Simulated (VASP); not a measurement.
# Pd (P6_3/mmc) in VASP: notebook

Pd is run at these levels: PBE; tasks: single point.

All numbers are computed with VASP 6.6.1; they aren't measurements. Logs are shortened: lines on timing, memory, paths and dates and some standing lists are left out, and cuts for length are marked.

## (1) The cell of the first run

It takes space group P6_3/mmc (No. 194, hexagonal). Conventional cell: a = 2.706 Å, b = 2.706 Å, c = 8.932 Å, α = 90.00°, β = 90.00°, γ = 120.00°. Pd (site symmetry -6m2) has 12 Pd at 2.71 to 2.73 Å within 3.6 Å. Within 3.6 Å of Pd (site symmetry -3m) lie 12 Pd at 2.71 to 2.73 Å.

This isn't the form of Pd at room conditions, which is fcc.

## (2) Single point, PBE

INCAR reads:

```
ALGO = Normal
EDIFF = 1E-6
ENCUT = 520
GGA = PE
ISIF = 2
ISMEAR = -1
LASPH = T
LCHARG = T
LELF = T
LREAL = F
LVHAR = T
LWAVE = F
NBANDS = 28
NELM = 80
PREC = Accurate
SIGMA = 0.05
```

KPOINTS reads:

```
k-points
0
Gamma
  11 11 3
```

POSCAR reads:

```
Pd
1.0
    2.7061670355      0.0000000000      0.0000000000
   -1.3530835178      2.3436093997      0.0000000000
    0.0000000000      0.0000000000      8.9322521844
Pd
4
Direct
    0.6666666667      0.3333333333      0.7500000000
    0.0000000000      0.0000000000      0.5000000000
    0.3333333333      0.6666666667      0.2500000000
    0.0000000000      0.0000000000      0.0000000000
```

Potentials or basis: VASP PAW PBE potentials, release 64 (Pd).

Started as:

```bash
$ cat potpaw_PBE.64/Pd/POTCAR > POTCAR
$ mpirun -np 1 vasp_std > vasp.out
```

OUTCAR:

```text
EDIFF = 1E-6
   ENCUT = 520
   GGA = PE
   ISIF = 2
   ISMEAR = -1
   LASPH = T
   LREAL = F
   NELM = 80
   PREC = Accurate

 ion  position               nearest neighbor table
   1  0.667  0.333  0.750-   2 2.73   4 2.73   2 2.73   4 2.73   2 2.73   4 2.73
   2  0.000  0.000  0.500-   1 2.73   3 2.73   1 2.73   3 2.73   1 2.73   3 2.73
   3  0.333  0.667  0.250-   2 2.73   4 2.73   2 2.73   4 2.73   2 2.73   4 2.73
   4  0.000  0.000  0.000-   1 2.73   3 2.73   1 2.73   3 2.73   1 2.73   3 2.73

  LATTYP: Found a hexagonal cell.
 ALAT       =     2.7061670355
 C/A-ratio  =     3.3007024575

  Lattice vectors:

 A1 = (   2.7061670355,   0.0000000000,   0.0000000000)
 A2 = (  -1.3530835178,   2.3436093997,   0.0000000000)
 A3 = (   0.0000000000,   0.0000000000,   8.9322521844)

Analysis of symmetry for initial positions (statically):
=====================================================================
 Subroutine PRICEL returns:
 Original cell was already a primitive cell.

 Routine SETGRP: Setting up the symmetry group for a
 hexagonal supercell.

 Subroutine GETGRP returns: Found 24 space group operations
 (whereof 12 operations were pure point group operations)
 out of a pool of 24 trial point group operations.

The static configuration has the point symmetry D_3d.
 The point group associated with its full space group is D_6h.

Analysis of symmetry for dynamics (positions and initial velocities):
=====================================================================
 Subroutine PRICEL returns:
 Original cell was already a primitive cell.

 Routine SETGRP: Setting up the symmetry group for a
 hexagonal supercell.

 Subroutine GETGRP returns: Found 24 space group operations
 (whereof 12 operations were pure point group operations)
 out of a pool of 24 trial point group operations.

The dynamic configuration has the point symmetry D_3d.
 The point group associated with its full space group is D_6h.

 Subroutine INISYM returns: Found 24 space group operations
 (whereof 12 operations are pure point group operations),
 and found     1 'primitive' translations

----------------------------------------------------------------------------------------

                                     Primitive cell

  volume of cell :      56.6501

  direct lattice vectors                    reciprocal lattice vectors
     2.706167036  0.000000000  0.000000000     0.369526340  0.213346132  0.000000000
    -1.353083518  2.343609400  0.000000000     0.000000000  0.426692264  0.000000000
     0.000000000  0.000000000  8.932252184     0.000000000  0.000000000  0.111953848

  length of vectors
     2.706167036  2.706167036  8.932252184     0.426692264  0.426692264  0.111953848

  position of ions in fractional coordinates (direct lattice)
     0.666666667  0.333333333  0.750000000
     0.000000000  0.000000000  0.500000000
     0.333333333  0.666666667  0.250000000
     0.000000000  0.000000000  0.000000000

  ion indices of the primitive-cell ions
   primitive index   ion index
                 1           1
                 2           2
                 3           3
                 4           4

----------------------------------------------------------------------------------------

 KPOINTS: k-points

Automatic generation of k-mesh.
 Grid dimensions read from file:
 generate k-points for:   11   11    3

 Generating k-lattice:

  Cartesian coordinates                     Fractional coordinates (reciprocal lattice)
     0.033593304  0.019395103  0.000000000     0.090909091  0.000000000  0.000000000
     0.000000000  0.038790206  0.000000000     0.000000000  0.090909091  0.000000000
     0.000000000  0.000000000  0.037317949     0.000000000  0.000000000  0.333333333

  Length of vectors
     0.038790206  0.038790206  0.037317949

  Shift w.r.t. Gamma in fractional coordinates (k-lattice)
     0.000000000  0.000000000  0.000000000

 Subroutine IBZKPT returns following result:
 ===========================================

 Found     32 irreducible k-points:

 Following reciprocal coordinates:
            Coordinates               Weight
  0.000000  0.000000  0.000000      1.000000
  0.090909 -0.000000  0.000000      6.000000
  0.181818  0.000000  0.000000      6.000000
  0.272727  0.000000  0.000000      6.000000
  0.363636  0.000000  0.000000      6.000000
  0.454545  0.000000  0.000000      6.000000
[... 16 lines left out ...]
  0.090909  0.090909  0.333333     12.000000
  0.181818  0.090909  0.333333     24.000000
 [... further k-points ...]
   k-points           NKPTS =     32   k-points in BZ     NKDIM =     32   number of bands    NBANDS=     28
   number of dos      NEDOS =    301   number of ions     NIONS =      4
   total plane-waves  NPLWV =  28000
   dimension x,y,z NGX =    20 NGY =   20 NGZ =   70
   dimension x,y,z NGXF=    40 NGYF=   40 NGZF=  140
   ions per type =               4
   NGX,Y,Z   is equivalent  to a cutoff of  12.29, 12.29, 13.03 a.u.
   NGXF,Y,Z  is equivalent  to a cutoff of  24.57, 24.57, 26.06 a.u.
 SYSTEM =  unknown system
   PREC   = accura    normal or accurate (medium, high low for compatibility)
   ISTART =      0    job   : 0-new  1-cont  2-samecut
   ICHARG =      2    charge: 1-file 2-atom 10-const
   ISPIN  =      1    spin polarized calculation?
   LNONCOLLINEAR =      F non collinear calculations
   LSORBIT =      F    spin-orbit coupling
   LASPH  =      T    aspherical Exc in radial PAW
   ENCUT  =  520.0 eV  38.22 Ry    6.18 a.u.   5.03  5.03 16.61*2*pi/ulx,y,z
   NELM   =     80;   NELMIN=  2; NELMDL= -5     # of ELM steps
   EDIFF  = 0.1E-05   stopping-criterion for ELM
   LREAL  =      F    real-space projection
   EDIFFG = 0.1E-04   stopping-criterion for IOM
   NSW    =      0    number of steps for IOM
   IBRION =     -1    ionic relax: 0-MD 1-quasi-New 2-CG
   NFREE  =      0    steps in history (QN), initial steepest desc. (CG)
   ISIF   =      2    stress and relaxation
   ISYM   =      2    0-nonsym 1-usesym 2-fastsym
   POTIM  = 0.5000    time-step for ionic-motion
   TEBEG  =    0.0;   TEEND  =   0.0 temperature during run
   PSTRESS=    0.0 pullay stress
   NELECT =      40.0000    total number of electrons
   NUPDOWN=      -1.0000    fix difference up-down
   EMIN   =  10.00;   EMAX   =-10.00  energy-range for DOS
   EFERMI =   0.00;   METHOD = LEGACY
   ISMEAR =    -1;   SIGMA  =   0.05  broadening in eV -4-tet -1-fermi 0-gaus
   EFERMI_NEDOS =   21; number of points for ismear=-14 and -15
   IALGO  =     38    algorithm
   IMIX   =      4    mixing-type and parameters
     AMIX     =   0.40;   BMIX     =  1.00
     AMIX_MAG =   1.60;   BMIX_MAG =  1.00
  volume/ion in A,a.u.               =      14.16        95.57
  Fermi-wavevector in a.u.,A,eV,Ry     =   1.457789  2.754821 28.914390  2.125148
  Thomas-Fermi vector in A             =   2.574549
   LORBIT       =      0    0 simple, 1 ext, 2 COOP (PROOUT), +10 PAW based schemes
   GGA     = PE    functional components
   LHFCALC =     F    Hartree Fock is set to
   AEXX    =    0.0000 exact exchange contribution
   IVDW    =     0    specifies the selected vdW correction
   LEPSILON=     F    determine dielectric tensor
   LRPA    =     F    only Hartree local field effects (RPA)
 non-spin polarized calculation
  energy-cutoff  :      520.00
  volume of cell :       56.65
 maximum number of plane-waves:      1545
 NGX is ok and might be reduce to    20
   NGX =  9   NGY =  9   NGZ = 33

 number of electron      40.0000002 magnetization

 Free energy of the ion-electron system (eV)
  ---------------------------------------------------
  ext. energy  EPLUGINS =         0.00000000
  ---------------------------------------------------
  free energy    TOTEN  =       -20.59873968 eV

  energy without entropy =      -20.51890631  energy(sigma->0) =      -20.55882299

 E-fermi :  10.5156     XC(G=0): -13.4402

 val. band max:       10.5076824967   @ k =   0.2727   0.2727   0.0000
 cond. band min:      10.5173992369   @ k =   0.2727   0.0000   0.0000
 fundamental gap:      0.0097167401
 Fermi energy:        10.5155701254

 k-point     1 :       0.0000    0.0000    0.0000
  band No.  band energies     occupation
      1       3.0265      2.00000
      2       4.7153      2.00000
      3       4.7223      2.00000
      4       4.8594      2.00000
      5       7.3892      2.00000
      6       7.3910      2.00000
[... 20 lines left out ...]
     27      25.2384      0.00000
     28      27.4749      0.00000

 k-point     2 :       0.0909   -0.0000    0.0000
  band No.  band energies     occupation
      1       3.3034      2.00000
      2       4.9641      2.00000
      3       4.9746      2.00000
      4       5.0630      2.00000
      5       7.0082      2.00000
      6       7.2015      2.00000
[... 20 lines left out ...]
     27      25.3967      0.00000
     28      27.7233      0.00000

 k-point     3 :       0.1818    0.0000    0.0000
  band No.  band energies     occupation
      1       4.0551      2.00000
      2       5.4156      2.00000
      3       5.5170      2.00000
      4       5.6137      2.00000
      5       6.5093      2.00000
      6       6.7518      2.00000
[... 20 lines left out ...]
     27      25.8055      0.00000
     28      26.3631      0.00000

 k-point     4 :       0.2727    0.0000    0.0000
  band No.  band energies     occupation
      1       4.9047      2.00000
      2       5.4218      2.00000
      3       5.5020      2.00000
      4       5.8167      2.00000
      5       6.3271      2.00000
      6       6.3482      2.00000
[... 578 lines left out ...]
     27      20.8794      0.00000
     28      21.5278      0.00000

 k-point    23 :       0.0909    0.0909    0.3333
  band No.  band energies     occupation
      1       4.0491      2.00000
      2       4.6644      2.00000
      3       5.4825      2.00000
      4       5.6135      2.00000
      5       6.8199      2.00000
      6       6.9202      2.00000
[... 20 lines left out ...]
     27      27.1900      0.00000
     28      27.6411      0.00000

 k-point    24 :       0.1818    0.0909    0.3333
  band No.  band energies     occupation
      1       4.8452      2.00000
      2       5.2354      2.00000
      3       5.8511      2.00000
      4       6.0796      2.00000
      5       6.3543      2.00000
      6       6.5813      2.00000
[... 20 lines left out ...]
     27      24.8191      0.00000
     28      25.4673      0.00000

 [... further k-points ...]

------------------------ aborting loop because EDIFF is reached ----------------------------------------

  FORCE on cell =-STRESS in cart. coord.  units (eV):
  Direction    XX          YY          ZZ          XY          YZ          ZX
  --------------------------------------------------------------------------------------
  -------------------------------------------------------------------------------------
  Total        5.9557631      5.9557631      5.7052455     -0.0000000      0.0000000      0.0000000
  in kB      168.4407595    168.4407595    161.3556269     -0.0000000      0.0000000      0.0000000
  external PRESSURE =     166.0790486 kB  Pullay stress =       0.0000000 kB

 VOLUME and BASIS-vectors are now :
 -----------------------------------------------------------------------------
  energy-cutoff  :      520.00
  volume of cell :       56.65
      direct lattice vectors                 reciprocal lattice vectors
     2.706167036  0.000000000  0.000000000     0.369526340  0.213346132  0.000000000
    -1.353083518  2.343609400  0.000000000     0.000000000  0.426692264  0.000000000
     0.000000000  0.000000000  8.932252184     0.000000000  0.000000000  0.111953848

 POSITION                                       TOTAL-FORCE (eV/Angst)
 -----------------------------------------------------------------------------------
      1.35308      0.78120      6.69919        -0.000000      0.000000      0.000000
      0.00000      0.00000      4.46613        -0.000000      0.000000     -0.000000
     -0.00000      1.56241      2.23306         0.000000      0.000000      0.000000
      0.00000      0.00000      0.00000        -0.000000      0.000000     -0.000000
 -----------------------------------------------------------------------------------
    total drift:                                0.000000     -0.000000      0.000000

  FREE ENERGIE OF THE ION-ELECTRON SYSTEM (eV)
  ---------------------------------------------------
  free  energy   TOTEN  =       -20.5987396790 eV

  energy  without entropy=      -20.5189063050  energy(sigma->0) =      -20.55882299
```

Wall time 43 s (1 thread of Intel Xeon 8259CL, shared host); peak memory 0.19 GiB.

Results:

* Free energy: -20.5987 eV
* Pressure: 16.6 GPa
* Band gap on the k mesh: zero (bands 20 and 21 overlap by 0.98 eV)

Stress tensor (GPa, compression positive):
```
16.84  0.00  0.00
 0.00 16.84  0.00
 0.00  0.00 16.14
```

Caveat: the cell stands under pressure.

## (3) Single point, PBE

This run uses another cell than the first one, of 14.46 Å³/atom.

INCAR reads:

```
SYSTEM = Pd
  ALGO = Normal
  EDIFF = 1E-7
  ENCUT = 520
  GGA = PE
  ISIF = 2
  ISMEAR = -1
  LASPH = .TRUE.
  LCHARG = .FALSE.
  LREAL = .FALSE.
  LWAVE = .FALSE.
  NBANDS = 28
  NELM = 100
  PREC = Accurate
  SIGMA = 0.05
```

KPOINTS reads:

```
k-points
0
G
  11 11 3
  0 0 0
```

POSCAR reads:

```
Pd
1.0
    2.7252251778      0.0000000000      0.0000000000
   -1.3626125889      2.3601142350      0.0000000000
    0.0000000000      0.0000000000      8.9951574413
Pd
4
Direct
    0.6666666667      0.3333333333      0.7500000000
    0.0000000000      0.0000000000      0.5000000000
    0.3333333333      0.6666666667      0.2500000000
    0.0000000000      0.0000000000      0.0000000000
```

Potentials or basis: VASP PAW PBE potentials, release 64 (Pd).

Started as:

```bash
$ cat potpaw_PBE.64/Pd/POTCAR > POTCAR
$ mpirun -np 1 vasp_std > vasp.out
```

Run time: 53 s. Hardware: 1 thread of Intel Xeon 8259CL, shared host; peak memory 0.19 GiB.

Results (log left out):

```yaml
Free_energy: -20.7049 eV
Pressure: 11.5 GPa
Band_gap_on_the_k_mesh: zero (bands 20 and 21 overlap by 0.94 eV)
```

Stress tensor (GPa, compression positive):
```
11.74  0.00  0.00
 0.00 11.74  0.00
 0.00  0.00 11.15
```

Levels at points of the mesh, in eV from the Fermi level:
```tsv
k point	band 17	band 18	band 19	band 20	band 21	band 22	band 23	band 24
(0.00, 0.00, 0.00)	-1.58	-1.11	-1.11	-0.74	-0.74	-0.15	-0.15	0.85
```

Caveat: the cell stands under pressure.
